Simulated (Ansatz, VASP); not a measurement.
**Two plane-wave programs on ZnCu**

File POSCAR:

```
ZnCu
1.0
    2.9252343038      0.0000000000      0.0000000000
    0.0000000000      2.9252343038      0.0000000000
    0.0000000000      0.0000000000      2.9252343038
Zn Cu
1 1
Direct
    0.5000000000      0.5000000000      0.5000000000
    0.0000000000      0.0000000000      0.0000000000
```

Contents of INCAR.step1:

```
PREC = Accurate
ENCUT = 900
ISMEAR = -1
SIGMA = 0.05
LREAL = F
LASPH = T
NELM = 120
NBANDS = 22
GGA = PE
ALGO = Normal
EDIFF = 1E-5
LWAVE = T
LCHARG = F
GGA_COMPAT = F
```

Contents of INCAR.step2:

```
PREC = Accurate
ENCUT = 900
EDIFF = 1E-6
ISMEAR = -1
SIGMA = 0.05
LREAL = F
LASPH = T
NELM = 120
ALGO = Normal
ISIF = 2
LWAVE = F
LCHARG = F
METAGGA = R2SCAN
LMIXTAU = T
NBANDS = 22
ISTART = 1
GGA_COMPAT = F
```

The input KPOINTS:

```
Automatic mesh
0
Gamma
  9 9 9
```

The input input.yaml:

```yaml
crystal:
  lattice:
    - [2.9252343038, 0.0, 0.0]
    - [0.0, 2.9252343038, 0.0]
    - [0.0, 0.0, 2.9252343038]
  atoms:
    - { symbol: Zn, position: [0.5, 0.5, 0.5] }
    - { symbol: Cu, position: [0.0, 0.0, 0.0] }
hamiltonian:
  xc: r2scan
  pseudopotentials: { kind: paw }
kpoints:
  mp_grid: { grid: [9, 9, 9] }
scf:
  occupations: { method: fermi_dirac, width: 0.05 }
output:
  forces: true
  stress: true
  eigenvalues: true
```

Alike in both runs: task single point; functional r2SCAN; k mesh 9 × 9 × 9; occupations fermi-dirac, width 0.05 eV; no spin polarisation.

```csv
,VASP,Ansatz
version,VASP 6.6.1,Ansatz 0.2.0
potentials or method,"VASP PAW PBE potentials, release 64 (Zn, Cu_sv_GW)",Ansatz PAW
plane-wave cutoff (eV),900,500
valence electrons in the cell,31,31
```

```tsv
	VASP	Ansatz	Ansatz less VASP
gap on the k mesh at the Fermi level (eV)	none	none	-
pressure (GPa)	-0.4	-0.6	-0.26
```

VASP's potentials were made for PBE, not for r2SCAN. A gap of «none» marks a metal or a gap that the smearing closes.
